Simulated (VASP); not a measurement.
# H2C32O in VASP: notebook

H2C32O is run at these levels: PBE; tasks: single point.

Program: VASP 6.6.1. These are calculated values, not measurements. Logs are shortened: lines on timing, memory, paths and dates and some standing lists are left out, and cuts for length are marked.

### 1 The cell of the first run

The cell holds a slab with vacuum, 35 atoms: a = 9.864 Å, b = 9.864 Å, c = 13.000 Å, α = 90.00°, β = 90.00°, γ = 120.00°.

### 2 Single point, PBE

File INCAR:

```
SYSTEM = H2C32O
ALGO = Normal
EDIFF = 1E-6
ENCUT = 520
GGA = PE
ISIF = 2
ISMEAR = -1
LASPH = .True.
LCHARG = .False.
LREAL = Auto
LWAVE = .False.
NBANDS = 91
NELM = 60
PREC = Accurate
SIGMA = 0.05
```

File KPOINTS:

```
k-points
0
Gamma
  2 2 1
  0 0 0
```

File POSCAR:

```
H2C32O
1.0
    9.8640000000      0.0000000000      0.0000000000
   -4.9320000000      8.5424750000      0.0000000000
    0.0000000000      0.0000000000     13.0000000000
C O H
32 1 2
Direct
   -0.0006559595     -0.0003267203      0.0613233846
    0.1660116463      0.0830024086      0.0613496923
   -0.0006761593      0.2496598468      0.0613883846
    0.1660499564      0.3330595641      0.0613916154
   -0.0006184644      0.4997748311      0.0612995385
    0.1660556411      0.5831033746      0.0612133846
   -0.0006408328      0.7497282696      0.0612706923
    0.1660166460      0.8330341031      0.0612526154
    0.2493469567     -0.0003172383      0.0613049231
    0.4160030882      0.0830252357      0.0613170769
    0.2493785063      0.2496783426      0.0613882308
    0.4160430708      0.3330498480      0.0613355385
    0.2493901979      0.4997808012      0.0612697692
    0.4160443339      0.5830730555      0.0612558462
    0.2493588233      0.7497261625      0.0612100769
    0.4160044125      0.8330293036      0.0612456923
    0.4993153912     -0.0003215696      0.0613056154
    0.6659743179      0.0829983114      0.0613526154
    0.4993340399      0.2496887612      0.0613318462
    0.6659879510      0.3330472726      0.0613372308
    0.4993571458      0.4997209825      0.0612869231
    0.6660136324      0.5830536232      0.0612844615
    0.4993482035      0.7497197241      0.0612489231
    0.6659970116      0.8330179485      0.0612740000
    0.7493134919     -0.0003332758      0.0613210769
    0.9159824830      0.0829779426      0.0613506154
    0.7492870083      0.2496790450      0.0613851538
    0.9159923542      0.3330501992      0.0613907692
    0.7493394787      0.4997213337      0.0613035385
    0.9160093636      0.5830769186      0.0612908462
    0.7493435272      0.7497059108      0.0612738462
    0.9160038135      0.8330226310      0.0612851538
    1.0343942755      0.3578337660      0.3425949231
    0.9524202702      0.3526343361      0.2986203846
    1.0923346171      0.3262740599      0.2977155385
```

Potentials or basis: VASP PAW PBE potentials, release 64 (C, O, H).

Started as:

```bash
$ cat potpaw_PBE.64/C/POTCAR potpaw_PBE.64/O/POTCAR potpaw_PBE.64/H/POTCAR > POTCAR
$ mpirun -np 1 vasp_std > vasp.out
```

OUTCAR:

```text
SYSTEM = H2C32O
   EDIFF = 1E-6
   ENCUT = 520
   GGA = PE
   ISIF = 2
   ISMEAR = -1
   LASPH = .True.
   LREAL = Auto
   NELM = 60
   PREC = Accurate

 ion  position               nearest neighbor table
   1  0.999  1.000  0.061-  32 1.42  26 1.42   2 1.42
   2  0.166  0.083  0.061-   9 1.42   1 1.42  11 1.42
   3  0.999  0.250  0.061-  26 1.42  28 1.42   4 1.42
   4  0.166  0.333  0.061-  11 1.42  13 1.42   3 1.42
   5  0.999  0.500  0.061-   6 1.42  30 1.42  28 1.42
   6  0.166  0.583  0.061-  15 1.42  13 1.42   5 1.42
[... 24 lines left out ...]
  31  0.749  0.750  0.061-  22 1.42  24 1.42  32 1.42
  32  0.916  0.833  0.061-   7 1.42   1 1.42  31 1.42
  33  0.034  0.358  0.343-  34 0.97  35 0.97
  34  0.952  0.353  0.299-  33 0.97
  35  0.092  0.326  0.298-  33 0.97

  LATTYP: Found a hexagonal cell.
 ALAT       =     9.8640000000
 C/A-ratio  =     1.3179237632

  Lattice vectors:

 A1 = (   9.8640000000,   0.0000000000,   0.0000000000)
 A2 = (  -4.9320000000,   8.5424750000,   0.0000000000)
 A3 = (   0.0000000000,   0.0000000000,  13.0000000000)

Analysis of symmetry for initial positions (statically):
=====================================================================
 Subroutine PRICEL returns:
 Original cell was already a primitive cell.

 Routine SETGRP: Setting up the symmetry group for a
 hexagonal supercell.

 Subroutine GETGRP returns: Found  1 space group operations
 (whereof  1 operations were pure point group operations)
 out of a pool of 24 trial point group operations.

The static configuration has the point symmetry C_1 .

Analysis of symmetry for dynamics (positions and initial velocities):
=====================================================================
 Subroutine PRICEL returns:
 Original cell was already a primitive cell.

 Routine SETGRP: Setting up the symmetry group for a
 hexagonal supercell.

 Subroutine GETGRP returns: Found  1 space group operations
 (whereof  1 operations were pure point group operations)
 out of a pool of 24 trial point group operations.

The dynamic configuration has the point symmetry C_1 .

 Subroutine INISYM returns: Found  1 space group operations
 (whereof  1 operations are pure point group operations),
 and found     1 'primitive' translations

----------------------------------------------------------------------------------------

                                     Primitive cell

  volume of cell :    1095.4187

  direct lattice vectors                    reciprocal lattice vectors
     9.864000000  0.000000000  0.000000000     0.101378751  0.058531046  0.000000000
    -4.932000000  8.542475000  0.000000000     0.000000000  0.117062093  0.000000000
     0.000000000  0.000000000 13.000000000     0.000000000  0.000000000  0.076923077

  length of vectors
     9.864000000  9.864000361 13.000000000     0.117062097  0.117062093  0.076923077

  position of ions in fractional coordinates (direct lattice)
     0.999344040  0.999673280  0.061323385
     0.166011646  0.083002409  0.061349692
     0.999323841  0.249659847  0.061388385
     0.166049956  0.333059564  0.061391615
     0.999381536  0.499774831  0.061299539
     0.166055641  0.583103375  0.061213385
[... 27 lines left out ...]
     0.952420270  0.352634336  0.298620385
     0.092334617  0.326274060  0.297715539

  ion indices of the primitive-cell ions
   primitive index   ion index
                 1           1
                 2           2
                 3           3
                 4           4
                 5           5
                 6           6
[... 27 lines left out ...]
                34          34
                35          35

----------------------------------------------------------------------------------------

 KPOINTS: k-points

Automatic generation of k-mesh.
 Grid dimensions read from file:
 generate k-points for:    2    2    1

 Generating k-lattice:

  Cartesian coordinates                     Fractional coordinates (reciprocal lattice)
     0.050689376  0.029265523  0.000000000     0.500000000 -0.000000000  0.000000000
     0.000000000  0.058531046  0.000000000     0.000000000  0.500000000  0.000000000
     0.000000000  0.000000000  0.076923077     0.000000000  0.000000000  1.000000000

  Length of vectors
     0.058531048  0.058531046  0.076923077

  Shift w.r.t. Gamma in fractional coordinates (k-lattice)
     0.000000000  0.000000000  0.000000000

 Subroutine IBZKPT returns following result:
 ===========================================

 Found      4 irreducible k-points:

 Following reciprocal coordinates:
            Coordinates               Weight
  0.000000  0.000000  0.000000      1.000000
  0.500000 -0.000000  0.000000      1.000000
  0.000000  0.500000  0.000000      1.000000
  0.500000  0.500000  0.000000      1.000000
   k-points           NKPTS =      4   k-points in BZ     NKDIM =      4   number of bands    NBANDS=     91
   number of dos      NEDOS =    301   number of ions     NIONS =     35
   total plane-waves  NPLWV = 627200
   dimension x,y,z NGX =    80 NGY =   80 NGZ =   98
   dimension x,y,z NGXF=   160 NGYF=  160 NGZF=  196
   ions per type =              32   1   2
   NGX,Y,Z   is equivalent  to a cutoff of  13.48, 13.48, 12.53 a.u.
   NGXF,Y,Z  is equivalent  to a cutoff of  26.97, 26.97, 25.06 a.u.
 SYSTEM =  H2C32O
   PREC   = accura    normal or accurate (medium, high low for compatibility)
   ISTART =      0    job   : 0-new  1-cont  2-samecut
   ICHARG =      2    charge: 1-file 2-atom 10-const
   ISPIN  =      1    spin polarized calculation?
   LNONCOLLINEAR =      F non collinear calculations
   LSORBIT =      F    spin-orbit coupling
   LASPH  =      T    aspherical Exc in radial PAW
   ENCUT  =  520.0 eV  38.22 Ry    6.18 a.u.  18.34 18.34 24.17*2*pi/ulx,y,z
   NELM   =     60;   NELMIN=  2; NELMDL= -5     # of ELM steps
   EDIFF  = 0.1E-05   stopping-criterion for ELM
   LREAL  =      T    real-space projection
   EDIFFG = 0.1E-04   stopping-criterion for IOM
   NSW    =      0    number of steps for IOM
   IBRION =     -1    ionic relax: 0-MD 1-quasi-New 2-CG
   NFREE  =      0    steps in history (QN), initial steepest desc. (CG)
   ISIF   =      2    stress and relaxation
   ISYM   =      2    0-nonsym 1-usesym 2-fastsym
   POTIM  = 0.5000    time-step for ionic-motion
   TEBEG  =    0.0;   TEEND  =   0.0 temperature during run
   PSTRESS=    0.0 pullay stress
   NELECT =     136.0000    total number of electrons
   NUPDOWN=      -1.0000    fix difference up-down
   EMIN   =  10.00;   EMAX   =-10.00  energy-range for DOS
   EFERMI =   0.00;   METHOD = LEGACY
   ISMEAR =    -1;   SIGMA  =   0.05  broadening in eV -4-tet -1-fermi 0-gaus
   EFERMI_NEDOS =   21; number of points for ismear=-14 and -15
   IALGO  =     38    algorithm
   IMIX   =      4    mixing-type and parameters
     AMIX     =   0.40;   BMIX     =  1.00
     AMIX_MAG =   1.60;   BMIX_MAG =  1.00
  volume/ion in A,a.u.               =      31.30       211.21
  Fermi-wavevector in a.u.,A,eV,Ry     =   0.816697  1.543334  9.075010  0.666994
  Thomas-Fermi vector in A             =   1.927012
   LORBIT       =      0    0 simple, 1 ext, 2 COOP (PROOUT), +10 PAW based schemes
   GGA     = PE    functional components
   LHFCALC =     F    Hartree Fock is set to
   AEXX    =    0.0000 exact exchange contribution
   IVDW    =     0    specifies the selected vdW correction
   LEPSILON=     F    determine dielectric tensor
   LRPA    =     F    only Hartree local field effects (RPA)
 non-spin polarized calculation
  energy-cutoff  :      520.00
  volume of cell :     1095.42
 maximum number of plane-waves:     29533
 NGX is ok and might be reduce to    80
   NGX = 37   NGY = 37   NGZ = 49

 number of electron     135.9999998 magnetization

 Free energy of the ion-electron system (eV)
  ---------------------------------------------------
  ext. energy  EPLUGINS =         0.00000000
  ---------------------------------------------------
  free energy    TOTEN  =      -309.48404627 eV

  energy without entropy =     -309.48404625  energy(sigma->0) =     -309.48404626

 E-fermi :  -2.0701     XC(G=0):  -3.5857

 val. band max:       -3.0505706569   @ k =   0.5000   0.5000   0.0000
 cond. band min:      -1.0890112721   @ k =   0.5000  -0.0000   0.0000
 fundamental gap:      1.9615593848
 Fermi energy:        -2.0701040281

 k-point     1 :       0.0000    0.0000    0.0000
  band No.  band energies     occupation
      1     -22.8273      2.00000
      2     -21.5542      2.00000
      3     -20.1017      2.00000
      4     -20.0972      2.00000
      5     -20.0887      2.00000
      6     -20.0854      2.00000
[... 72 lines left out ...]
     79       2.0676      0.00000
     80       2.8646      0.00000

 k-point     2 :       0.5000   -0.0000    0.0000
  band No.  band energies     occupation
      1     -22.8273      2.00000
      2     -21.1903      2.00000
      3     -21.1810      2.00000
      4     -20.4541      2.00000
      5     -20.4517      2.00000
      6     -19.0122      2.00000
[... 72 lines left out ...]
     79       2.4084      0.00000
     80       2.6410      0.00000

 k-point     3 :       0.0000    0.5000    0.0000
  band No.  band energies     occupation
      1     -22.8273      2.00000
      2     -21.1935      2.00000
      3     -21.1777      2.00000
      4     -20.4533      2.00000
      5     -20.4527      2.00000
      6     -19.0120      2.00000
[... 72 lines left out ...]
     79       2.4658      0.00000
     80       2.5681      0.00000

 k-point     4 :       0.5000    0.5000    0.0000
  band No.  band energies     occupation
      1     -22.8273      2.00000
      2     -21.1889      2.00000
      3     -21.1824      2.00000
      4     -20.4547      2.00000
      5     -20.4510      2.00000
      6     -19.0126      2.00000
[... 72 lines left out ...]
     79       2.3814      0.00000
     80       2.6858      0.00000
 [bands above 80 left out]

------------------------ aborting loop because EDIFF is reached ----------------------------------------

  FORCE on cell =-STRESS in cart. coord.  units (eV):
  Direction    XX          YY          ZZ          XY          YZ          ZX
  --------------------------------------------------------------------------------------
  -------------------------------------------------------------------------------------
  Total        1.8713782      1.6374553     -0.1137160      0.0691414      0.0170818      0.0028957
  in kB        2.7371085      2.3949691     -0.1663229      0.1011273      0.0249841      0.0042352
  external PRESSURE =       1.6552516 kB  Pullay stress =       0.0000000 kB

 VOLUME and BASIS-vectors are now :
 -----------------------------------------------------------------------------
  energy-cutoff  :      520.00
  volume of cell :     1095.42
      direct lattice vectors                 reciprocal lattice vectors
     9.864000000  0.000000000  0.000000000     0.101378751  0.058531046  0.000000000
    -4.932000000  8.542475000  0.000000000     0.000000000  0.117062093  0.000000000
     0.000000000  0.000000000 13.000000000     0.000000000  0.000000000  0.076923077

 POSITION                                       TOTAL-FORCE (eV/Angst)
 -----------------------------------------------------------------------------------
      4.92714      8.53968      0.79720        -0.009810     -0.004599     -0.000556
      1.22817      0.70905      0.79755         0.007218      0.003982      0.000129
      8.62601      2.13271      0.79805        -0.003957     -0.008013     -0.000830
     -0.00473      2.84515      0.79809         0.005931      0.007959      0.000464
      7.39301      4.26931      0.79689        -0.006604      0.001434     -0.001078
     -1.23789      4.98115      0.79577         0.009096      0.000129      0.000056
[... 27 lines left out ...]
      7.65548      3.01237      3.88206        -0.098348      0.006927     -0.030966
     -0.69840      2.78719      3.87030         0.093825     -0.021266     -0.031884
 -----------------------------------------------------------------------------------
    total drift:                                0.039582      0.013522      0.032905

  FREE ENERGIE OF THE ION-ELECTRON SYSTEM (eV)
  ---------------------------------------------------
  free  energy   TOTEN  =      -309.4840462661 eV

  energy  without entropy=     -309.4840462488  energy(sigma->0) =     -309.48404626
```

It took 17 min on 1 thread of Intel Xeon Platinum 8259CL at 2.50GHz (Skylake/Cascade Lake), shared host; peak memory 1.2 GiB.

What came out:

```
Free energy            : -309.4840 eV
Largest force          : 0.103 eV/Å
Band gap on the k mesh : 1.96 eV
```

Forces on the atoms (eV/Å):
```
C   -0.010 -0.005 -0.001
C    0.007  0.004  0.000
C   -0.004 -0.008 -0.001
C    0.006  0.008  0.000
C   -0.007  0.001 -0.001
C    0.009  0.000  0.000
C   -0.008 -0.004  0.000
C    0.009  0.003  0.000
C   -0.007 -0.005  0.000
C    0.009  0.005  0.000
C   -0.004 -0.004  0.001
C    0.007  0.005 -0.001
C   -0.009 -0.001  0.001
C    0.009  0.003  0.000
C   -0.008 -0.003  0.000
C    0.009  0.004 -0.001
C   -0.007 -0.003  0.000
C    0.009  0.000  0.000
C   -0.009 -0.004  0.000
C    0.005  0.006  0.001
C   -0.009 -0.004  0.000
C    0.008  0.004  0.000
C   -0.008 -0.004 -0.001
C    0.009  0.006  0.000
C   -0.009 -0.003  0.000
C    0.006 -0.002 -0.001
C   -0.011 -0.008  0.002
C    0.004  0.010  0.000
C   -0.008 -0.004  0.000
C    0.010  0.004 -0.001
C   -0.008 -0.003  0.000
C    0.009  0.004  0.000
O    0.004  0.014  0.065
H   -0.098  0.007 -0.031
H    0.094 -0.021 -0.032
```

Levels at points of the mesh, in eV from the valence-band top:
```
           k point  band 65  band 66  band 67  band 68  band 69  band 70  band 71  band 72
(0.00, 0.00, 0.00)    -1.65    -1.34    -1.34    -1.34     2.69     2.69     2.70     3.82
(0.50, 0.00, 0.00)    -1.54    -1.53    -0.01     0.00     1.96     1.97     3.24     3.24
(0.00, 0.50, 0.00)    -1.53    -1.53     0.00     0.00     1.97     1.97     3.23     3.24
(0.50, 0.50, 0.00)    -1.54    -1.53    -0.01     0.00     1.96     1.97     3.24     3.25
```

### 3 Single point, PBE

File INCAR:

```
SYSTEM = H2C32O
PREC     = Accurate       ! precision mode
ENCUT    = 520            ! plane-wave cutoff, eV
EDIFF    = 1E-7           ! SCF threshold, eV
ISMEAR   = -1             ! smearing method
SIGMA    = 0.05           ! smearing width, eV
LREAL    = Auto         
LASPH    = .True.         ! aspherical terms in the spheres
NELM     = 80             ! most SCF steps
ALGO     = Normal         ! electronic algorithm
ISIF     = 2              ! what is computed and relaxed
LWAVE    = .False.        ! write WAVECAR
LCHARG   = .False.        ! write CHGCAR
GGA      = PE             ! functional
NBANDS   = 91             ! bands
```

File KPOINTS:

```
regular mesh
0
Gamma
  2 2 1
  0 0 0
```

File POSCAR:

```
H2C32O
1.0
    9.8640000000      0.0000000000      0.0000000000
   -4.9320000000      8.5424750000      0.0000000000
    0.0000000000      0.0000000000     13.0000000000
C O H
32 1 2
Direct
   -0.0006599232     -0.0005432852      0.0608739231
    0.1660136332      0.0828080855      0.0608990769
   -0.0006460715      0.2494748887      0.0609989231
    0.1660702783      0.3328680505      0.0610079231
   -0.0006197354      0.4995750061      0.0609576154
    0.1660397530      0.5828745182      0.0609096154
   -0.0006493417      0.7495149825      0.0608557692
    0.1660103154      0.8328276056      0.0608596923
    0.2493466670     -0.0005205751      0.0608898462
    0.4160024975      0.0828196746      0.0609345385
    0.2493762563      0.2494881167      0.0609556154
    0.4160334910      0.3328508424      0.0609424615
    0.2493798366      0.4995565103      0.0609549231
    0.4160310089      0.5828582466      0.0609071538
    0.2493539108      0.7495166214      0.0608695385
    0.4160029511      0.8328205819      0.0608866154
    0.4993107901     -0.0005325155      0.0609435385
    0.6659677712      0.0827666455      0.0610053846
    0.4993206777      0.2494892874      0.0609679231
    0.6659754544      0.3328584514      0.0610278462
    0.4993496100      0.4995138997      0.0609136923
    0.6660057749      0.5828515740      0.0608931538
    0.4993454146      0.7495063199      0.0608779231
    0.6659923791      0.8328065344      0.0608630769
    0.7493039658     -0.0005556938      0.0609120000
    0.9159739259      0.0827609095      0.0609186154
    0.7492946231      0.2494779323      0.0610948462
    0.9160200690      0.3328797567      0.0610472308
    0.7493416025      0.4995282983      0.0609383077
    0.9160135124      0.5828664409      0.0609044615
    0.7493374620      0.7495003497      0.0608526923
    0.9159947537      0.8328064173      0.0608493077
    0.9326205478      0.2542942180      0.3475485385
    0.8696920557      0.2739538600      0.2990798462
    1.0090572943      0.2472297548      0.3044285385
```

Potentials or basis: VASP PAW PBE potentials, release 64 (C, O, H).

Started as:

```bash
$ cat potpaw_PBE.64/C/POTCAR potpaw_PBE.64/O/POTCAR potpaw_PBE.64/H/POTCAR > POTCAR
$ mpirun -np 1 vasp_std > vasp.out
```

Run time: 30 min. Hardware: 1 thread of Intel Xeon 8259CL, shared host; peak memory 1.2 GiB.

The run converged. Its results:

```yaml
Free_energy: -309.4832 eV
Largest_force: 0.144 eV/Å
Band_gap_on_the_k_mesh: 1.96 eV
```

Forces on the atoms (eV/Å):
```
C   -0.005 -0.005  0.000
C    0.006  0.004 -0.001
C   -0.004 -0.006  0.001
C    0.005  0.004 -0.001
C   -0.005 -0.002  0.000
C    0.005  0.005  0.000
C   -0.005 -0.004  0.000
C    0.005  0.003 -0.001
C   -0.005 -0.004  0.000
C    0.006  0.005 -0.001
C   -0.004 -0.004  0.001
C    0.005  0.004  0.000
C   -0.005 -0.003  0.000
C    0.005  0.003  0.000
C   -0.005 -0.004  0.000
C    0.006  0.004 -0.001
C   -0.005 -0.004  0.002
C    0.007  0.003 -0.001
C   -0.006 -0.005  0.001
C    0.006  0.006 -0.001
C   -0.005 -0.004  0.001
C    0.005  0.004 -0.001
C   -0.005 -0.004  0.001
C    0.005  0.004 -0.001
C   -0.005 -0.005  0.000
C    0.006  0.003 -0.002
C   -0.007 -0.006  0.000
C    0.005  0.005  0.000
C   -0.006 -0.003  0.001
C    0.004  0.004  0.000
C   -0.005 -0.004  0.000
C    0.005  0.003 -0.001
O   -0.010 -0.009  0.107
H   -0.129  0.026 -0.058
H    0.134 -0.015 -0.045
```

Levels at points of the mesh, in eV from the valence-band top:
```csv
k point,band 66,band 67,band 68,band 69,band 70,band 71
"(0.00, 0.00, 0.00)",-1.34,-1.34,-1.34,2.69,2.70,2.70
"(0.50, 0.00, 0.00)",-1.53,-0.01,0.00,1.96,1.97,3.24
"(0.00, 0.50, 0.00)",-1.53,0.00,0.00,1.97,1.97,3.23
"(0.50, 0.50, 0.00)",-1.54,-0.01,0.00,1.96,1.97,3.24
```

(Part 1 of 2 ends here.)
